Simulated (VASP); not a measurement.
# Cr (Im-3m) in VASP: notebook, part 2 of 2

VASP 6.6.1. The steps go on from the part before.

### 3 Single point, PBEsol, collinear spin, antiferromagnetic start

File INCAR:

```
PREC = Accurate ; ENCUT = 500
EDIFF = 1E-6 ; ISMEAR = -1
SIGMA = 0.05 ; LREAL = F
LASPH = T ; NELM = 200
ALGO = Normal ; ISIF = 2
LWAVE = F ; LCHARG = T
ISPIN = 2 ; MAGMOM = 1.5 -1.5
LORBIT = 11 ; LMAXMIX = 4
GGA = PS ; LELF = T
LVHAR = T ; NBANDS = 23
GGA_COMPAT = F
```

File KPOINTS:

```
Automatic mesh
0
Gamma
  18 18 18
```

File POSCAR:

```
Cr
1.0
    2.8145335935      0.0000000000      0.0000000000
    0.0000000000      2.8145335935      0.0000000000
    0.0000000000      0.0000000000      2.8145335935
Cr
2
Direct
    0.0000000000      0.0000000000      0.0000000000
    0.5000000000      0.5000000000      0.5000000000
```

Potentials or basis: VASP PAW PBE potentials, release 64 (Cr_pv).

The run is started by

```
> cat potpaw_PBE.64/Cr_pv/POTCAR > POTCAR
> mpirun -np 1 vasp_std > vasp.out
```

OUTCAR:

```text
PREC = Accurate
   ENCUT = 500
   EDIFF = 1E-6
   ISMEAR = -1
   LREAL = F
   LASPH = T
   NELM = 200
   ISIF = 2
   ISPIN = 2
   LORBIT = 11
   GGA = PS

 ion  position               nearest neighbor table
   1  0.000  0.000  0.000-   2 2.44   2 2.44   2 2.44   2 2.44   2 2.44   2 2.44   2 2.44   2 2.44

   2  0.500  0.500  0.500-   1 2.44   1 2.44   1 2.44   1 2.44   1 2.44   1 2.44   1 2.44   1 2.44

  LATTYP: Found a simple cubic cell.
 ALAT       =     2.8145335935

  Lattice vectors:

 A1 = (   2.8145335935,   0.0000000000,   0.0000000000)
 A2 = (   0.0000000000,   2.8145335935,   0.0000000000)
 A3 = (   0.0000000000,   0.0000000000,   2.8145335935)

Analysis of symmetry for initial positions (statically):
=====================================================================
 Subroutine PRICEL returns following result:

  LATTYP: Found a body centered cubic cell.
 ALAT       =     2.8145335935
[... 12 lines left out ...]
 Subroutine GETGRP returns: Found 48 space group operations
 (whereof 48 operations were pure point group operations)
 out of a pool of 48 trial point group operations.

The static configuration has the point symmetry O_h .

Analysis of symmetry for dynamics (positions and initial velocities):
=====================================================================
 Subroutine PRICEL returns following result:

  LATTYP: Found a body centered cubic cell.
 ALAT       =     2.8145335935
[... 12 lines left out ...]
 Subroutine GETGRP returns: Found 48 space group operations
 (whereof 48 operations were pure point group operations)
 out of a pool of 48 trial point group operations.

The dynamic configuration has the point symmetry O_h .

Analysis of structural, dynamic, and magnetic symmetry:
=====================================================================
 Subroutine PRICEL returns following result:

  LATTYP: Found a body centered cubic cell.
 ALAT       =     2.8145335935
[... 149 lines left out ...]
 NGX is ok and might be reduce to    24
   NGX = 11   NGY = 11   NGZ = 11

 number of electron      24.0000016 magnetization      -0.0000000

 number of electron      24.0000016 magnetization       0.0000000

 Free energy of the ion-electron system (eV)
  ---------------------------------------------------
  ext. energy  EPLUGINS =         0.00000000
  ---------------------------------------------------
  free energy    TOTEN  =       -20.49028638 eV

  energy without entropy =      -20.47974407  energy(sigma->0) =      -20.48501522

 E-fermi :  11.3335     XC(G=0): -14.0404

 val. band max:       11.3327357706   @ k =   0.3333   0.0556   0.0556
 cond. band min:      11.3441520977   @ k =   0.5000   0.3889   0.0556
 fundamental gap:      0.0114163271
 Fermi energy:        11.3335477337

 spin component 1

 k-point     1 :       0.0000    0.0000    0.0000
  band No.  band energies     occupation
      1     -31.9408      1.00000
      2     -31.9408      1.00000
      3     -31.9408      1.00000
      4     -31.1075      1.00000
      5     -31.1075      1.00000
      6     -31.1075      1.00000
[... 613 lines left out ...]
     22      26.9751      0.00000
     23      29.7499      0.00000

 [... further k-points ...]

 spin component 2

 k-point     1 :       0.0000    0.0000    0.0000
  band No.  band energies     occupation
      1     -31.9408      1.00000
      2     -31.9408      1.00000
      3     -31.9408      1.00000
      4     -31.1075      1.00000
      5     -31.1075      1.00000
      6     -31.1075      1.00000
[... 613 lines left out ...]
     22      26.9751      0.00000
     23      29.7499      0.00000

 [... further k-points ...]
[... 5 lines left out ...]
  --------------------------------------------------------------------------------------
  -------------------------------------------------------------------------------------
  Total        0.0482343      0.0482343      0.0482343     -0.0000000      0.0000000     -0.0000000
  in kB        3.4661508      3.4661508      3.4661508     -0.0000000      0.0000000     -0.0000000
  external PRESSURE =       3.4661508 kB  Pullay stress =       0.0000000 kB

 VOLUME and BASIS-vectors are now :
 -----------------------------------------------------------------------------
  energy-cutoff  :      500.00
  volume of cell :       22.30
      direct lattice vectors                 reciprocal lattice vectors
     2.814533594  0.000000000  0.000000000     0.355298655  0.000000000  0.000000000
     0.000000000  2.814533594  0.000000000     0.000000000  0.355298655  0.000000000
     0.000000000  0.000000000  2.814533594     0.000000000  0.000000000  0.355298655

 POSITION                                       TOTAL-FORCE (eV/Angst)
 -----------------------------------------------------------------------------------
      0.00000      0.00000      0.00000         0.000000      0.000000      0.000000
      1.40727      1.40727      1.40727        -0.000000     -0.000000     -0.000000
 -----------------------------------------------------------------------------------
    total drift:                                0.000000      0.000000     -0.000000

  FREE ENERGIE OF THE ION-ELECTRON SYSTEM (eV)
  ---------------------------------------------------
  free  energy   TOTEN  =       -20.4902863806 eV

  energy  without entropy=      -20.4797440681  energy(sigma->0) =      -20.48501522

 total charge

# of ion       s       p       d       tot
------------------------------------------
    1        0.443   6.431   4.261  11.135
    2        0.443   6.431   4.261  11.135
--------------------------------------------------
tot          0.887  12.862   8.522  22.271

 magnetization (x)

# of ion       s       p       d       tot
------------------------------------------
    1        0.004   0.002   0.435   0.441
    2       -0.004  -0.002  -0.435  -0.441
--------------------------------------------------
tot         -0.000   0.000   0.000  -0.000
```

stdout:

```text
POSCAR found type information on POSCAR Cr
 POSCAR found :  1 types and       2 ions
 scaLAPACK will be used
 -----------------------------------------------------------------------------
|                                                                             |
|                                                                             |
|     You enforced a specific xc type in the INCAR file but a different       |
|     I HOPE YOU KNOW WHAT YOU ARE DOING!                                     |
|                                                                             |
 -----------------------------------------------------------------------------

 LDA part: xc-table for (Slater+PW92), standard interpolation
 POSCAR, INCAR and KPOINTS ok, starting setup
 FFT: planning ... GRIDC
 FFT: planning ... GRID_SOFT
 FFT: planning ... GRID
 WAVECAR not read
 entering main loop
```

It took 3.3 min on 1 thread of Oxide Virtual Turin-like, shared host; peak memory 0.22 GiB.

What came out:

| Quantity | Value |
| --- | --- |
| Free energy | -20.4903 eV |
| Pressure | 0.3 GPa |
| Band gap on the k mesh | zero (filled and empty bands overlap) |
| Net moment | 0.00 μB per cell |
| Site moments | Cr +0.44, -0.44 μB |
| Valence electrons inside the program's atomic spheres | Cr 11.13 |

Caveat: an empty level that is flat over the whole mesh can mark a ghost state of the potentials, or a narrow d or f band; the antiferromagnetic order is the one typed at the start, and another may lie lower; the PAW data sets were made with another functional, which shifts forces and pressure a little.
